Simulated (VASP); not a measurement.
# Cs2SnI6 (Fm-3m) in VASP: a series of runs

Aim: see how the results for Cs2SnI6 move with the level of theory and the settings. Levels: PBE0, PBE. Tasks: single point.

Program: VASP 6.6.1. These are calculated values, not measurements. Logs are shortened: lines on timing, memory, paths and dates and some standing lists are left out, and cuts for length are marked.

## 1. The cell of the first run

Symmetry: Fm-3m, No. 225, cubic system. Conventional cell: a = 11.841 Å, b = 11.841 Å, c = 11.841 Å, α = 90.00°, β = 90.00°, γ = 90.00°. Cs (site symmetry -43m) has 12 I at 4.19 Å and 4 Sn at 5.13 Å within 5.5 Å. Within 3.8 Å of Sn (site symmetry m-3m) lie 6 I at 2.88 Å. I (site symmetry 4mm) has 1 Sn at 2.88 Å within 3.8 Å.

## 2. Single point, PBE0

POSCAR

```
Cs2SnI6
1.0
    0.0000000000      5.9202858153      5.9202858153
    5.9202858153      0.0000000000      5.9202858153
    5.9202858153      5.9202858153      0.0000000000
Cs Sn I
2 1 6
Direct
    0.2500000000      0.2500000000      0.2500000000
    0.7500000000      0.7500000000      0.7500000000
    0.0000000000      0.0000000000      0.0000000000
    0.7563553592      0.2436446408      0.2436446408
    0.2436446408      0.7563553592      0.2436446408
    0.2436446408      0.7563553592      0.7563553592
    0.7563553592      0.2436446408      0.7563553592
    0.2436446408      0.2436446408      0.7563553592
    0.7563553592      0.7563553592      0.2436446408
```

INCAR.step1

```
SYSTEM = Cs2SnI6
PREC = Accurate ; ENCUT = 400
EDIFF = 1E-5 ; ISMEAR = 0
SIGMA = 0.01 ; LREAL = .False.
LASPH = .True. ; NELM = 120
ALGO = Normal ; ISIF = 2
LWAVE = .True. ; LCHARG = .False.
NBANDS = 47 ; GGA = PE
GGA_COMPAT = .False.
```

INCAR.step2

```
SYSTEM = Cs2SnI6
PREC = Accurate ; ENCUT = 400
EDIFF = 1E-6 ; ISMEAR = 0
SIGMA = 0.01 ; LREAL = .False.
LASPH = .True. ; NELM = 120
ALGO = Normal ; ISIF = 2
LWAVE = .False. ; LCHARG = .False.
GGA = PE ; LHFCALC = .True.
AEXX = 0.25 ; PRECFOCK = Fast
NBANDS = 47 ; ISTART = 1
GGA_COMPAT = .False.
```

KPOINTS

```
Automatic mesh
0
Gamma
  2 2 2
  0 0 0
```

Potentials or basis: VASP PAW PBE potentials, release 64 (Cs_sv, Sn_d, I).

The run is started by

```
cat potpaw_PBE.64/Cs_sv/POTCAR potpaw_PBE.64/Sn_d/POTCAR potpaw_PBE.64/I/POTCAR > POTCAR
cp INCAR.step1 INCAR
mpirun -np 1 vasp_std > vasp.out
cp INCAR.step2 INCAR
mpirun -np 1 vasp_std > vasp.out
```

OUTCAR:

```text
SYSTEM = Cs2SnI6
   PREC = Accurate
   ENCUT = 400
   EDIFF = 1E-6
   ISMEAR = 0
   LREAL = .False.
   LASPH = .True.
   NELM = 120
   ISIF = 2
   GGA = PE
   LHFCALC = .True.
   AEXX = 0.25
   PRECFOCK = Fast
   ISTART = 1

 ion  position               nearest neighbor table
   1  0.250  0.250  0.250-
   2  0.750  0.750  0.750-
   3  0.000  0.000  0.000-   4 2.88   5 2.88   6 2.88   7 2.88   8 2.88   9 2.88
   4  0.756  0.244  0.244-   3 2.88
   5  0.244  0.756  0.244-   3 2.88
   6  0.244  0.756  0.756-   3 2.88
   7  0.756  0.244  0.756-   3 2.88
   8  0.244  0.244  0.756-   3 2.88
   9  0.756  0.756  0.244-   3 2.88

  LATTYP: Found a face centered cubic cell.
 ALAT       =    11.8405716306

  Lattice vectors:

 A1 = (   0.0000000000,   5.9202858153,   5.9202858153)
 A2 = (   5.9202858153,   0.0000000000,   5.9202858153)
 A3 = (   5.9202858153,   5.9202858153,   0.0000000000)

Analysis of symmetry for initial positions (statically):
=====================================================================
 Subroutine PRICEL returns:
 Original cell was already a primitive cell.

 Routine SETGRP: Setting up the symmetry group for a
 face centered cubic supercell.

 Subroutine GETGRP returns: Found 48 space group operations
 (whereof 48 operations were pure point group operations)
 out of a pool of 48 trial point group operations.

The static configuration has the point symmetry O_h .

Analysis of symmetry for dynamics (positions and initial velocities):
=====================================================================
 Subroutine PRICEL returns:
 Original cell was already a primitive cell.

 Routine SETGRP: Setting up the symmetry group for a
 face centered cubic supercell.

 Subroutine GETGRP returns: Found 48 space group operations
 (whereof 48 operations were pure point group operations)
 out of a pool of 48 trial point group operations.

The dynamic configuration has the point symmetry O_h .

 Subroutine INISYM returns: Found 48 space group operations
 (whereof 48 operations are pure point group operations),
 and found     1 'primitive' translations

[... 98 lines left out ...]
   NUPDOWN=      -1.0000    fix difference up-down
   EMIN   =  10.00;   EMAX   =-10.00  energy-range for DOS
   EFERMI =   0.00;   METHOD = LEGACY
   ISMEAR =     0;   SIGMA  =   0.01  broadening in eV -4-tet -1-fermi 0-gaus
   EFERMI_NEDOS =   21; number of points for ismear=-14 and -15
   IALGO  =     38    algorithm
   IMIX   =      1    mixing-type and parameters
     AMIX     =   0.40;   BMIX     =  1.00
     AMIX_MAG =   1.60;   BMIX_MAG =  1.00
  volume/ion in A,a.u.               =      46.11       311.18
  Fermi-wavevector in a.u.,A,eV,Ry     =   0.921438  1.741265 11.551996  0.849048
  Thomas-Fermi vector in A             =   2.046854
   LORBIT       =      0    0 simple, 1 ext, 2 COOP (PROOUT), +10 PAW based schemes
   GGA     = PE    functional components
   LHFCALC =     T    Hartree Fock is set to
   PRECFOCK=fast      Normal, Fast or Accurate (Low or Medium for compatibility)
   ENCUT4O =  -1.0   cutoff for four orbital integrals eV
   NKREDX  =     1    reduce k-point grid by
   NKREDY  =     1    reduce k-point grid by
   NKREDZ  =     1    reduce k-point grid by
   AEXX    =    0.2500 exact exchange contribution
   HFSCREEN=    0.0000 screening length (either q_TF or 0.3 A-1)
   HFSCREENC=   0.0000 screening length for correlation (either q_TF or 0.3 A-1)
   ENCUTFOCK=  -1.0 apply spherical cutoff to Coloumb kernel
   IVDW    =     0    specifies the selected vdW correction
   LEPSILON=     F    determine dielectric tensor
   LRPA    =     F    only Hartree local field effects (RPA)
 non-spin polarized calculation
 Gauss-broadening in eV      SIGMA  =   0.01
  energy-cutoff  :      400.00
  volume of cell :      415.01
 maximum number of plane-waves:      7631
 NGX is ok and might be reduce to    56
  NGX = 30; NGY = 30; NGZ = 30

 number of electron      73.9999988 magnetization

 Free energy of the ion-electron system (eV)
  ---------------------------------------------------
  ext. energy  EPLUGINS =         0.00000000
  ---------------------------------------------------
  free energy    TOTEN  =       -30.64703133 eV

  energy without entropy =      -30.64703133  energy(sigma->0) =      -30.64703133

 E-fermi :   0.4874     XC(G=0):  -6.0986

 val. band max:        0.3983328556   @ k =   0.0000   0.0000   0.0000
 cond. band min:       2.0943752192   @ k =   0.0000   0.0000   0.0000
 fundamental gap:      1.6960423637
 Fermi energy:         0.4874139838

 k-point     1 :       0.0000    0.0000    0.0000
  band No.  band energies     occupation
      1     -23.0063      2.00000
      2     -23.0063      2.00000
      3     -22.9428      2.00000
      4     -22.9428      2.00000
      5     -22.9428      2.00000
      6     -21.5177      2.00000
[... 139 lines left out ...]
     46       8.2620      0.00000
     47       8.4620      0.00000

------------------------ aborting loop because EDIFF is reached ----------------------------------------

  FORCE on cell =-STRESS in cart. coord.  units (eV):
  Direction    XX          YY          ZZ          XY          YZ          ZX
  --------------------------------------------------------------------------------------
  -------------------------------------------------------------------------------------
  Total       -0.1614697     -0.1614697     -0.1614697     -0.0000000     -0.0000000      0.0000000
  in kB       -0.6233667     -0.6233667     -0.6233667     -0.0000000     -0.0000000      0.0000000
  external PRESSURE =      -0.6233667 kB  Pullay stress =       0.0000000 kB

 VOLUME and BASIS-vectors are now :
 -----------------------------------------------------------------------------
  energy-cutoff  :      400.00
  volume of cell :      415.01
      direct lattice vectors                 reciprocal lattice vectors
     0.000000000  5.920285815  5.920285815    -0.084455382  0.084455382  0.084455382
     5.920285815  0.000000000  5.920285815     0.084455382 -0.084455382  0.084455382
     5.920285815  5.920285815  0.000000000     0.084455382  0.084455382 -0.084455382

 POSITION                                       TOTAL-FORCE (eV/Angst)
 -----------------------------------------------------------------------------------
      2.96014      2.96014      2.96014         0.000000      0.000000      0.000000
      8.88043      8.88043      8.88043        -0.000000     -0.000000     -0.000000
      0.00000      0.00000      0.00000        -0.000000      0.000000      0.000000
      2.88489      5.92029      5.92029        -0.217415      0.000000      0.000000
      5.92029      2.88489      5.92029        -0.000000     -0.217415      0.000000
      8.95568      5.92029      5.92029         0.217415      0.000000      0.000000
      5.92029      8.95568      5.92029        -0.000000      0.217415      0.000000
      5.92029      5.92029      2.88489        -0.000000      0.000000     -0.217415
      5.92029      5.92029      8.95568        -0.000000      0.000000      0.217415
 -----------------------------------------------------------------------------------
    total drift:                               -0.000003     -0.000001      0.000000

  FREE ENERGIE OF THE ION-ELECTRON SYSTEM (eV)
  ---------------------------------------------------
  free  energy   TOTEN  =       -30.6470313305 eV

  energy  without entropy=      -30.6470313305  energy(sigma->0) =      -30.64703133
```

Wall time 12 min (1 thread of AMD EPYC 7R43 (Zen 3), shared host); peak memory 0.46 GiB.

What came out:

| Quantity | Value |
| --- | --- |
| Free energy | -30.6470 eV |
| Pressure | -0.1 GPa |
| Largest force | 0.217 eV/Å |
| Band gap on the k mesh | 1.70 eV |

Forces in eV/Å, atoms in the order of the input:
```
Cs   0.000  0.000  0.000
Cs   0.000  0.000  0.000
Sn   0.000  0.000  0.000
I   -0.217  0.000  0.000
I    0.000 -0.217  0.000
I    0.217  0.000  0.000
I    0.000  0.217  0.000
I    0.000  0.000 -0.217
I    0.000  0.000  0.217
```

Caveat: the k points lie up to 0.46 Å⁻¹ apart; the PAW data sets were made with another functional, which shifts forces and pressure a little; spin-orbit coupling is left out, which moves the levels of the heavy elements.

## 3. Single point, PBE, non-collinear spin, zero start, spin-orbit coupling

INCAR

```
SYSTEM = Cs2SnI6
PREC = Accurate
ENCUT = 500
EDIFF = 1E-6
ISMEAR = -1
SIGMA = 0.02
LREAL = .FALSE.
LASPH = .TRUE.
NELM = 200
ALGO = Normal
ISIF = 2
LWAVE = .FALSE.
LCHARG = .FALSE.
MAGMOM = 0 0 0 0 0 0 0 0 0 0 0 0 0 0 0 0 0 0 0 0 0 0 0 0 0 0 0
LORBIT = 11
LSORBIT = .TRUE.
GGA_COMPAT = .FALSE.
LORBMOM = .TRUE.
GGA = PE
NBANDS = 93
KPAR = 4
```

KPOINTS

```
regular mesh
0
G
  4 4 4
  0 0 0
```

POSCAR is that of step 2.

Potentials or basis: VASP PAW PBE potentials, release 64 (Cs_sv, Sn_d, I).

The run is started by

```
cat potpaw_PBE.64/Cs_sv/POTCAR potpaw_PBE.64/Sn_d/POTCAR potpaw_PBE.64/I/POTCAR > POTCAR
mpirun -np 4 vasp_ncl > vasp.out
```

Wall time 17 min (4 MPI ranks of AMD EPYC, shared host); peak memory 1.9 GiB.

The run converged. Its results:

```
Free energy                                           : -24.2205 eV
Pressure                                              : 0.8 GPa
Largest force                                         : 0.195 eV/Å
Net moment                                            : 0.00 μB per cell
Valence electrons inside the program's atomic spheres : Cs 6.56; Sn 12.08; I 4.30
```

Forces in eV/Å, atoms in the order of the input:
```
Cs   0.000  0.000  0.000
Cs   0.000  0.000  0.000
Sn   0.000  0.000  0.000
I    0.195  0.000  0.000
I    0.000  0.195  0.000
I   -0.195  0.000  0.000
I    0.000 -0.195  0.000
I    0.000  0.000  0.195
I    0.000  0.000 -0.195
```

Moments on the atoms (μB; x, y, z):
```
Cs  0.00 0.00 0.00
Cs  0.00 0.00 0.00
Sn  0.00 0.00 0.00
I   0.00 0.00 0.00
I   0.00 0.00 0.00
I   0.00 0.00 0.00
I   0.00 0.00 0.00
I   0.00 0.00 0.00
I   0.00 0.00 0.00
```
